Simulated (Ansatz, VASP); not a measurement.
**Two plane-wave programs on Tl2B6Te**

```
Tl B Te
1.0
     0.00000    4.23479    4.23479
     4.23479    0.00000    4.23479
     4.23479    4.23479    0.00000
Tl B Te
2 6 1
Direct
  0.75000 0.75000 0.75000
  0.25000 0.25000 0.25000
  0.75027 0.75027 0.24973
  0.24973 0.24973 0.75027
  0.24973 0.75027 0.75027
  0.75027 0.24973 0.24973
  0.24973 0.75027 0.24973
  0.75027 0.24973 0.75027
  0.00000 0.00000 0.00000
```

Change from the starting cell: species swapped into the K2TeBr6 type (Fm-3m, No. 225).

Alike in both runs: task relaxation of cell and atoms; functional PBE; k mesh 4 × 4 × 4; occupations gaussian, width 0.1 eV; no spin polarisation.

|  | VASP | Ansatz |
| --- | --- | --- |
| version | VASP 6.6.1 | Ansatz 0.2.0 |
| potentials or method | VASP PAW PBE potentials, release 64 (Tl_d, B, Te), cutoff 600 eV | scalar-relativistic, plane waves, PAW |
| valence electrons in the cell | 50 | 60 |

Ansatz gave:

- gap on the k mesh at the Fermi level, each at its own relaxed structure (eV): none
- relaxed volume (Å³/atom): 16.04
- relaxed cell length with the largest relative difference (Å): 5.889

**Question.** What did VASP give for the same quantities?

**Answer.** gap on the k mesh at the Fermi level, each at its own relaxed structure (eV): none; relaxed volume (Å³/atom): 15.99; relaxed cell length with the largest relative difference (Å): 5.882.

A gap of «none» marks a metal or a gap that the smearing closes. VASP's potentials hold 50 valence electrons a cell and Ansatz's 60, so a difference there can come from the potentials and not from the codes.

Neither program's run includes spin-orbit coupling.
